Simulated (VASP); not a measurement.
# GaSb (Immm) in VASP: a series of runs, part 2 of 2

VASP 6.6.1. The steps go on from the part before.

## 4. Single point, LDA

The input, INCAR:

```
SYSTEM = GaSb
PREC = Accurate
ENCUT = 520
EDIFF = 1E-6
ISMEAR = 0
SIGMA = 0.15
LREAL = .FALSE.
LASPH = .TRUE.
NELM = 60
ALGO = Normal
ISIF = 2
LWAVE = .FALSE.
LCHARG = .FALSE.
NBANDS = 16
```

The input, KPOINTS:

```
Automatic mesh
0
G
  16 16 16
  0 0 0
```

The input, POSCAR:

```
GaSb
1.0
   -1.6074350147      2.4554301469      2.8041297762
    1.6074350147     -2.4554301469      2.8041297762
    1.6074350147      2.4554301469     -2.8041297762
Ga Sb
1 1
Direct
    0.0000000000      0.0000000000      0.0000000000
    0.5000000000      0.5000000000      0.0000000000
```

Potentials or basis: VASP PAW LDA potentials, release 64 (Ga_d, Sb).

The run is started by

```bash
> cat potpaw_LDA.64/Ga_d/POTCAR potpaw_LDA.64/Sb/POTCAR > POTCAR
> mpirun -np 1 vasp_std > vasp.out
```

OUTCAR:

```text
SYSTEM = GaSb
   PREC = Accurate
   ENCUT = 520
   EDIFF = 1E-6
   ISMEAR = 0
   LREAL = .FALSE.
   LASPH = .TRUE.
   NELM = 60
   ISIF = 2

 ion  position               nearest neighbor table
   1  0.000  0.000  0.000-   2 2.80   2 2.80   2 2.93   2 2.93   2 2.93   2 2.93
   2  0.500  0.500  0.000-   1 2.80   1 2.80   1 2.93   1 2.93   1 2.93   1 2.93

  LATTYP: Found a body centered orthorhombic cell.
 ALAT       =     3.2148700294
 B/A-ratio  =     1.5275455147
 C/A-ratio  =     1.7444747380

  Lattice vectors:

 A1 = (  -1.6074350147,   2.4554301469,   2.8041297762)
 A2 = (   1.6074350147,  -2.4554301469,   2.8041297762)
 A3 = (   1.6074350147,   2.4554301469,  -2.8041297762)

Analysis of symmetry for initial positions (statically):
=====================================================================
 Subroutine PRICEL returns:
 Original cell was already a primitive cell.

 Routine SETGRP: Setting up the symmetry group for a
 body centered orthorhombic supercell.

 Subroutine GETGRP returns: Found  8 space group operations
 (whereof  8 operations were pure point group operations)
 out of a pool of  8 trial point group operations.

The static configuration has the point symmetry D_2h.

Analysis of symmetry for dynamics (positions and initial velocities):
[... 162 lines left out ...]
 cond. band min:       7.3736455679   @ k =   0.2500   0.1875   0.0625
 fundamental gap:      0.0137878520
 Fermi energy:         7.3687270842

 k-point     1 :       0.0000    0.0000    0.0000
  band No.  band energies     occupation
      1      -7.7222      2.00000
      2      -7.6505      2.00000
      3      -7.6491      2.00000
      4      -7.6451      2.00000
      5      -7.6063      2.00000
      6      -5.2019      2.00000
[... 433 lines left out ...]
      3      -7.6483      2.00000
      4      -7.6467      2.00000
      5      -7.6077      2.00000
      6      -5.0372      2.00000
[... 8 lines left out ...]
     15      16.4625      0.00000
     16      17.0928      0.00000

 [... further k-points ...]

------------------------ aborting loop because EDIFF is reached ----------------------------------------

  FORCE on cell =-STRESS in cart. coord.  units (eV):
  Direction    XX          YY          ZZ          XY          YZ          ZX
  --------------------------------------------------------------------------------------
  -------------------------------------------------------------------------------------
  Total       -0.0675383      0.2401694      0.0457815     -0.0000000      0.0000000      0.0000000
  in kB       -2.4442287      8.6917866      1.6568431     -0.0000000      0.0000000      0.0000000
  external PRESSURE =       2.6348004 kB  Pullay stress =       0.0000000 kB

 VOLUME and BASIS-vectors are now :
 -----------------------------------------------------------------------------
  energy-cutoff  :      520.00
  volume of cell :       44.27
      direct lattice vectors                 reciprocal lattice vectors
    -1.607435015  2.455430147  2.804129776     0.000000000  0.203630309  0.178308438
     1.607435015 -2.455430147  2.804129776     0.311054565  0.000000000  0.178308438
     1.607435015  2.455430147 -2.804129776     0.311054565  0.203630309  0.000000000

 POSITION                                       TOTAL-FORCE (eV/Angst)
 -----------------------------------------------------------------------------------
      0.00000      0.00000      0.00000        -0.000000     -0.000000     -0.000000
      0.00000      0.00000      2.80413         0.000000      0.000000      0.000000
 -----------------------------------------------------------------------------------
    total drift:                                0.000000      0.000000      0.000000

  FREE ENERGIE OF THE ION-ELECTRON SYSTEM (eV)
  ---------------------------------------------------
  free  energy   TOTEN  =        -8.3743114749 eV

  energy  without entropy=       -8.3650593457  energy(sigma->0) =       -8.36968541
```

OSZICAR:

```text
N       E                     dE             d eps       ncg     rms          rms(c)
DAV:   1     0.785795988021E+02    0.78580E+02   -0.86135E+03 20512   0.151E+03
DAV:   2    -0.262604638794E+01   -0.81206E+02   -0.78279E+02 23168   0.302E+02
DAV:   3    -0.832157046707E+01   -0.56955E+01   -0.56708E+01 24272   0.620E+01
DAV:   4    -0.841292573416E+01   -0.91355E-01   -0.91338E-01 24240   0.868E+00
DAV:   5    -0.841500117538E+01   -0.20754E-02   -0.20754E-02 26128   0.118E+00    0.276E+00
DAV:   6    -0.838402678797E+01    0.30974E-01   -0.43911E-02 26080   0.369E+00    0.155E+00
DAV:   7    -0.837483233188E+01    0.91945E-02   -0.11012E-02 30720   0.124E+00    0.268E-01
DAV:   8    -0.837432432923E+01    0.50800E-03   -0.13914E-03 26544   0.520E-01    0.312E-02
DAV:   9    -0.837431152830E+01    0.12801E-04   -0.65886E-05 23712   0.640E-02    0.156E-02
DAV:  10    -0.837431147492E+01    0.53381E-07   -0.54360E-06 26456   0.202E-02
   1 F= -.83743115E+01 E0= -.83696854E+01  d E =-.925213E-02
```

stdout:

```text
POSCAR found type information on POSCAR GaSb
 POSCAR found :  2 types and       2 ions
 scaLAPACK will be used
 LDA part: xc-table for (Slater(with rela. corr.)+CA(PZ))
 , standard interpolation
 POSCAR, INCAR and KPOINTS ok, starting setup
 FFT: planning ... GRIDC
 FFT: planning ... GRID_SOFT
 FFT: planning ... GRID
 WAVECAR not read
 entering main loop
```

Run time: 2.3 min. Hardware: 1 thread of Intel Xeon 6975P-C (Granite Rapids), shared host; peak memory 0.52 GiB.

What came out:

```
Free energy            : -8.3743 eV
Pressure               : 0.3 GPa
Band gap on the k mesh : zero (bands 9 and 10 overlap by 6.10 eV)
```

Stress tensor (GPa, compression positive):
```
-0.24  0.00  0.00
 0.00  0.87  0.00
 0.00  0.00  0.17
```

Caveat: the cell differs from its parent crystal (strain +e along x and -e along y +0.0200, strain +e along z and -e/2 along x and y +0.0000); spin-orbit coupling is left out, which moves the levels of the heavy elements.

## 5. The runs side by side

```csv
cell,gap on the mesh (eV),pressure (GPa)
"a = 4.042 Å, angles 132.2, 107.0, 92.1°, 2 atoms",none,0.4
"a = 4.116 Å, angles 136.9, 101.4, 94.1°, 2 atoms",none,0.4
"a = 4.059 Å, angles 133.3, 105.6, 92.6°, 2 atoms",none,0.3
```

Alike in all rows: task single point; level LDA; potentials or basis VASP PAW LDA potentials, release 64 (Ga_d, Sb); no spin polarisation; k mesh 16 × 16 × 16; cutoff (eV) 520; smearing gaussian 0.15 eV.

Caveats: spin-orbit coupling is left out, which moves the levels of the heavy elements.

Total energies depend on the potentials used, so only differences within one code and one set of settings carry meaning.
